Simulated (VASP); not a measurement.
Set up this calculation in VASP 6.6.1, as the native input.

| Quantity | Value |
| --- | --- |
| Task | single point |
| Functional | revPBE |
| Dispersion | D4 |
| Potentials or basis | VASP PAW PBE potentials, release 64 (In_d, P) |
| Cutoff | 520 eV |
| k mesh | 8 × 8 × 8 |
| Occupations | gaussian, width 0.05 eV |
| Spin | no spin polarisation |
| Dipole correction | no |
| Further INCAR settings | ALGO = Normal; EDIFF = 1e-06; NBANDS = 16 |

The structure of InP lies in POSCAR:

```
InP
1.0
    0.0000000000      2.9800181907      2.9800181907
    2.9800181907      0.0000000000      2.9800181907
    2.9800181907      2.9800181907      0.0000000000
In P
1 1
Direct
    0.0000000000      0.0000000000      0.0000000000
    0.7500000000      0.7500000000      0.7500000000
```

This cell differs from its parent crystal: volume scaled by 1.04.

One way to write it, as run:

INCAR

```
PREC     = Accurate       # precision mode
ENCUT    = 520            # plane-wave cutoff, eV
EDIFF    = 1E-6           # SCF threshold, eV
ISMEAR   = 0              # smearing method
SIGMA    = 0.05           # smearing width, eV
LREAL    = False          # projectors in reciprocal space
LASPH    = True           # aspherical terms in the spheres
NELM     = 80             # most SCF steps
ALGO     = Normal         # electronic algorithm
ISIF     = 2              # what is computed and relaxed
LWAVE    = False          # write WAVECAR
LCHARG   = False          # write CHGCAR
GGA      = RE             # functional
IVDW     = 13             # dispersion correction
NBANDS   = 16             # bands
```

KPOINTS

```
Automatic mesh
0
Gamma
  8 8 8
```

Potentials or basis: VASP PAW PBE potentials, release 64 (In_d, P).

Command:

```sh
$ cat potpaw_PBE.64/In_d/POTCAR potpaw_PBE.64/P/POTCAR > POTCAR
$ mpirun -np 1 vasp_std > vasp.out
```

It gave:

- Pressure: -2.4 GPa
- Band gap on the k mesh: 0.53 eV, direct
- Dispersion energy per atom: -0.507 eV

Caveat: the PAW data sets were made with another functional, which shifts forces and pressure a little; spin-orbit coupling is left out, which moves the levels of the heavy elements.

It took 34 s on 1 thread of Intel Xeon 8259CL (shared host), peak memory 0.18 GiB.
